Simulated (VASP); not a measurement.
# Sb (P6_3/mmc) in VASP: a series of runs

Sb is run at these levels: PBE; tasks: single point.

Program: VASP 6.6.1. These are calculated values, not measurements. Logs are shortened: lines on timing, memory, paths and dates and some standing lists are left out, and cuts for length are marked.

### Step 1. The cell of the first run

It takes space group P6_3/mmc (No. 194, hexagonal). The conventional cell has a = 2.561 Å, b = 2.561 Å, c = 4.087 Å, α = 90.00°, β = 90.00°, γ = 120.00°. Within 3.3 Å of Sb (site symmetry -6m2) lie 12 Sb at 2.52 to 2.56 Å.

### Step 2. Single point, PBE

INCAR reads:

```
PREC = Accurate
ENCUT = 520
EDIFF = 1E-6
ISMEAR = -1
SIGMA = 0.1
LREAL = False
LASPH = True
NELM = 80
ALGO = Normal
ISIF = 2
LWAVE = False
LCHARG = False
GGA = PE
NBANDS = 12
```

KPOINTS reads:

```
regular mesh
0
Gamma
  17 17 9
```

POSCAR reads:

```
Sb
1.0
    2.5606531905      0.0000000000      0.0000000000
   -1.2803265953      2.2175907133      0.0000000000
    0.0000000000      0.0000000000      4.0870067475
Sb
2
Direct
    0.3333333333      0.6666666667      0.2500000000
    0.6666666667      0.3333333333      0.7500000000
```

Potentials or basis: VASP PAW PBE potentials, release 64 (Sb).

Launch:

```
> cat potpaw_PBE.64/Sb/POTCAR > POTCAR
> mpirun -np 1 vasp_std > vasp.out
```

OUTCAR:

```text
PREC = Accurate
   ENCUT = 520
   EDIFF = 1E-6
   ISMEAR = -1
   LREAL = False
   LASPH = True
   NELM = 80
   ISIF = 2
   GGA = PE

 ion  position               nearest neighbor table
   1  0.333  0.667  0.250-   2 2.52   2 2.52   2 2.52   2 2.52   2 2.52   2 2.52   2 3.59   2 3.59
                             2 3.59   2 3.59   2 3.59   2 3.59
   2  0.667  0.333  0.750-   1 2.52   1 2.52   1 2.52   1 2.52   1 2.52   1 2.52   1 3.59   1 3.59
                             1 3.59   1 3.59   1 3.59   1 3.59

  LATTYP: Found a hexagonal cell.
 ALAT       =     2.5606531905
 C/A-ratio  =     1.5960797669

  Lattice vectors:

 A1 = (   2.5606531905,   0.0000000000,   0.0000000000)
 A2 = (  -1.2803265953,   2.2175907133,   0.0000000000)
 A3 = (   0.0000000000,   0.0000000000,   4.0870067475)

Analysis of symmetry for initial positions (statically):
=====================================================================
 Subroutine PRICEL returns:
 Original cell was already a primitive cell.

 Routine SETGRP: Setting up the symmetry group for a
 hexagonal supercell.

 Subroutine GETGRP returns: Found 24 space group operations
 (whereof 12 operations were pure point group operations)
 out of a pool of 24 trial point group operations.

The static configuration has the point symmetry D_3d.
 The point group associated with its full space group is D_6h.

Analysis of symmetry for dynamics (positions and initial velocities):
=====================================================================
 Subroutine PRICEL returns:
 Original cell was already a primitive cell.

 Routine SETGRP: Setting up the symmetry group for a
 hexagonal supercell.

 Subroutine GETGRP returns: Found 24 space group operations
 (whereof 12 operations were pure point group operations)
 out of a pool of 24 trial point group operations.

The dynamic configuration has the point symmetry D_3d.
 The point group associated with its full space group is D_6h.

 Subroutine INISYM returns: Found 24 space group operations
 (whereof 12 operations are pure point group operations),
 and found     1 'primitive' translations

----------------------------------------------------------------------------------------

                                     Primitive cell

  volume of cell :      23.2080

  direct lattice vectors                    reciprocal lattice vectors
     2.560653191  0.000000000  0.000000000     0.390525356  0.225469920  0.000000000
    -1.280326595  2.217590713  0.000000000     0.000000000  0.450939839  0.000000000
     0.000000000  0.000000000  4.087006748     0.000000000  0.000000000  0.244677844

  length of vectors
     2.560653191  2.560653191  4.087006748     0.450939839  0.450939839  0.244677844

  position of ions in fractional coordinates (direct lattice)
     0.333333333  0.666666667  0.250000000
     0.666666667  0.333333333  0.750000000

  ion indices of the primitive-cell ions
   primitive index   ion index
                 1           1
                 2           2

----------------------------------------------------------------------------------------

 KPOINTS: regular mesh

Automatic generation of k-mesh.
 Grid dimensions read from file:
 generate k-points for:   17   17    9

 Generating k-lattice:

  Cartesian coordinates                     Fractional coordinates (reciprocal lattice)
     0.022972080  0.013262936  0.000000000     0.058823529  0.000000000  0.000000000
     0.000000000  0.026525873  0.000000000     0.000000000  0.058823529  0.000000000
     0.000000000  0.000000000  0.027186427     0.000000000  0.000000000  0.111111111

  Length of vectors
     0.026525873  0.026525873  0.027186427

  Shift w.r.t. Gamma in fractional coordinates (k-lattice)
     0.000000000  0.000000000  0.000000000

 Subroutine IBZKPT returns following result:
 ===========================================

 Found    165 irreducible k-points:

 Following reciprocal coordinates:
            Coordinates               Weight
  0.000000  0.000000  0.000000      1.000000
  0.058824 -0.000000  0.000000      6.000000
  0.117647 -0.000000  0.000000      6.000000
  0.176471 -0.000000  0.000000      6.000000
  0.235294 -0.000000  0.000000      6.000000
  0.294118 -0.000000  0.000000      6.000000
[... 16 lines left out ...]
  0.411765  0.117647  0.000000     12.000000
  0.176471  0.176471  0.000000      6.000000
 [... further k-points ...]
   k-points           NKPTS =    165   k-points in BZ     NKDIM =    165   number of bands    NBANDS=     12
   number of dos      NEDOS =    301   number of ions     NIONS =      2
   total plane-waves  NPLWV =  12000
   dimension x,y,z NGX =    20 NGY =   20 NGZ =   30
   dimension x,y,z NGXF=    40 NGYF=   40 NGZF=   60
   ions per type =               2
   NGX,Y,Z   is equivalent  to a cutoff of  12.98, 12.98, 12.20 a.u.
   NGXF,Y,Z  is equivalent  to a cutoff of  25.97, 25.97, 24.41 a.u.
 SYSTEM =  unknown system
   PREC   = accura    normal or accurate (medium, high low for compatibility)
   ISTART =      0    job   : 0-new  1-cont  2-samecut
   ICHARG =      2    charge: 1-file 2-atom 10-const
   ISPIN  =      1    spin polarized calculation?
   LNONCOLLINEAR =      F non collinear calculations
   LSORBIT =      F    spin-orbit coupling
   LASPH  =      T    aspherical Exc in radial PAW
   ENCUT  =  520.0 eV  38.22 Ry    6.18 a.u.   4.76  4.76  7.60*2*pi/ulx,y,z
   NELM   =     80;   NELMIN=  2; NELMDL= -5     # of ELM steps
   EDIFF  = 0.1E-05   stopping-criterion for ELM
   LREAL  =      F    real-space projection
   EDIFFG = 0.1E-04   stopping-criterion for IOM
   NSW    =      0    number of steps for IOM
   IBRION =     -1    ionic relax: 0-MD 1-quasi-New 2-CG
   NFREE  =      0    steps in history (QN), initial steepest desc. (CG)
   ISIF   =      2    stress and relaxation
   ISYM   =      2    0-nonsym 1-usesym 2-fastsym
   POTIM  = 0.5000    time-step for ionic-motion
   TEBEG  =    0.0;   TEEND  =   0.0 temperature during run
   PSTRESS=    0.0 pullay stress
   NELECT =      10.0000    total number of electrons
   NUPDOWN=      -1.0000    fix difference up-down
   EMIN   =  10.00;   EMAX   =-10.00  energy-range for DOS
   EFERMI =   0.00;   METHOD = LEGACY
   ISMEAR =    -1;   SIGMA  =   0.10  broadening in eV -4-tet -1-fermi 0-gaus
   EFERMI_NEDOS =   21; number of points for ismear=-14 and -15
   IALGO  =     38    algorithm
   IMIX   =      4    mixing-type and parameters
     AMIX     =   0.40;   BMIX     =  1.00
     AMIX_MAG =   1.60;   BMIX_MAG =  1.00
  volume/ion in A,a.u.               =      11.60        78.31
  Fermi-wavevector in a.u.,A,eV,Ry     =   1.236504  2.336654 20.802534  1.528943
  Thomas-Fermi vector in A             =   2.371110
   LORBIT       =      0    0 simple, 1 ext, 2 COOP (PROOUT), +10 PAW based schemes
   GGA     = PE    functional components
   LHFCALC =     F    Hartree Fock is set to
   AEXX    =    0.0000 exact exchange contribution
   IVDW    =     0    specifies the selected vdW correction
   LEPSILON=     F    determine dielectric tensor
   LRPA    =     F    only Hartree local field effects (RPA)
 non-spin polarized calculation
  energy-cutoff  :      520.00
  volume of cell :       23.21
 maximum number of plane-waves:       642
 NGX is ok and might be reduce to    20
   NGX =  9   NGY =  9   NGZ = 15

 number of electron      10.0000000 magnetization

 Free energy of the ion-electron system (eV)
  ---------------------------------------------------
  ext. energy  EPLUGINS =         0.00000000
  ---------------------------------------------------
  free energy    TOTEN  =         8.91845020 eV

  energy without entropy =        8.94039311  energy(sigma->0) =        8.92942166

 E-fermi :  25.2428     XC(G=0): -14.3251

 val. band max:       25.2362753564   @ k =   0.1765  -0.0000   0.0000
 cond. band min:      25.2487539741   @ k =   0.3529   0.1176   0.4444
 fundamental gap:      0.0124786177
 Fermi energy:        25.2428271208

 k-point     1 :       0.0000    0.0000    0.0000
  band No.  band energies     occupation
      1       1.6944      2.00000
      2      11.5475      2.00000
      3      13.1068      2.00000
      4      32.4381      0.00000
      5      33.0066      0.00000
      6      33.0066      0.00000
      7      34.4166      0.00000
      8      35.2139      0.00000
      9      35.2139      0.00000
     10      35.2296      0.00000
     11      39.2403      0.00000
     12      39.3303      0.00000

 k-point     2 :       0.0588   -0.0000    0.0000
  band No.  band energies     occupation
      1       1.8150      2.00000
      2      11.6952      2.00000
      3      13.1977      2.00000
      4      30.9378      0.00000
      5      32.0733      0.00000
      6      32.3235      0.00000
      7      34.9926      0.00000
      8      35.2125      0.00000
      9      36.1485      0.00000
     10      36.7555      0.00000
     11      37.9643      0.00000
     12      38.8046      0.00000

 k-point     3 :       0.1176   -0.0000    0.0000
  band No.  band energies     occupation
      1       2.1778      2.00000
      2      12.1346      2.00000
      3      13.4729      2.00000
      4      28.1550      0.00000
      5      30.5655      0.00000
      6      31.8446      0.00000
      7      34.7882      0.00000
      8      35.6967      0.00000
      9      36.2263      0.00000
     10      37.5924      0.00000
     11      37.8408      0.00000
     12      38.1935      0.00000
[... 286 lines left out ...]
 k-point    23 :       0.4118    0.1176    0.0000
  band No.  band energies     occupation
      1       9.9746      2.00000
      2      12.0845      2.00000
      3      19.6263      2.00000
      4      19.8179      2.00000
      5      21.7277      2.00000
      6      22.5927      2.00000
      7      23.4979      2.00000
      8      30.4823      0.00000
      9      31.0191      0.00000
     10      33.8062      0.00000
     11      38.7115      0.00000
     12      40.6185      0.00000

 k-point    24 :       0.1765    0.1765    0.0000
  band No.  band energies     occupation
      1       4.9990      2.00000
      2      15.3244      2.00000
      3      15.6967      2.00000
      4      21.2024      2.00000
      5      21.8356      2.00000
      6      30.0104      0.00000
      7      30.6605      0.00000
      8      30.8346      0.00000
      9      31.0133      0.00000
     10      36.3673      0.00000
     11      38.0827      0.00000
     12      39.2485      0.00000

 [... further k-points ...]

------------------------ aborting loop because EDIFF is reached ----------------------------------------

  FORCE on cell =-STRESS in cart. coord.  units (eV):
  Direction    XX          YY          ZZ          XY          YZ          ZX
  --------------------------------------------------------------------------------------
  -------------------------------------------------------------------------------------
  Total       55.5677413     55.5677413     55.4983265     -0.0000000      0.0000000      0.0000000
  in kB     3836.1520724   3836.1520726   3831.3599827     -0.0000001      0.0000000      0.0000000
  external PRESSURE =    3834.5547092 kB  Pullay stress =       0.0000000 kB

 VOLUME and BASIS-vectors are now :
 -----------------------------------------------------------------------------
  energy-cutoff  :      520.00
  volume of cell :       23.21
      direct lattice vectors                 reciprocal lattice vectors
     2.560653191  0.000000000  0.000000000     0.390525356  0.225469920  0.000000000
    -1.280326595  2.217590713  0.000000000     0.000000000  0.450939839  0.000000000
     0.000000000  0.000000000  4.087006748     0.000000000  0.000000000  0.244677844

 POSITION                                       TOTAL-FORCE (eV/Angst)
 -----------------------------------------------------------------------------------
     -0.00000      1.47839      1.02175         0.000000     -0.000000      0.000000
      1.28033      0.73920      3.06526        -0.000000      0.000000      0.000000
 -----------------------------------------------------------------------------------
    total drift:                               -0.000000      0.000000      0.000000

  FREE ENERGIE OF THE ION-ELECTRON SYSTEM (eV)
  ---------------------------------------------------
  free  energy   TOTEN  =         8.9184501960 eV

  energy  without entropy=        8.9403931145  energy(sigma->0) =        8.92942166
```

It took 32 s on 1 thread of Intel Xeon 6975P-C, shared host; peak memory 0.16 GiB.

Results:

| Item | Value |
| --- | --- |
| Free energy | 8.9185 eV |
| Pressure | 383.5 GPa |
| Band gap on the k mesh | zero (band 5 reaches 33.11 eV, above the bottom of band 6 at 18.45 eV) |

Stress tensor (GPa, compression positive):
```
383.62   0.00   0.00
  0.00 383.62   0.00
  0.00   0.00 383.14
```

Levels at points of the mesh, in eV from the Fermi level:
```tsv
k point	band 2	band 3	band 4	band 5	band 6	band 7	band 8	band 9
(0.00, 0.00, 0.00)	-13.70	-12.14	7.20	7.76	7.76	9.17	9.97	9.97
```

Caveat: spin-orbit coupling is left out, which moves the levels of the heavy elements.

(Continued in part 2 of 2.)
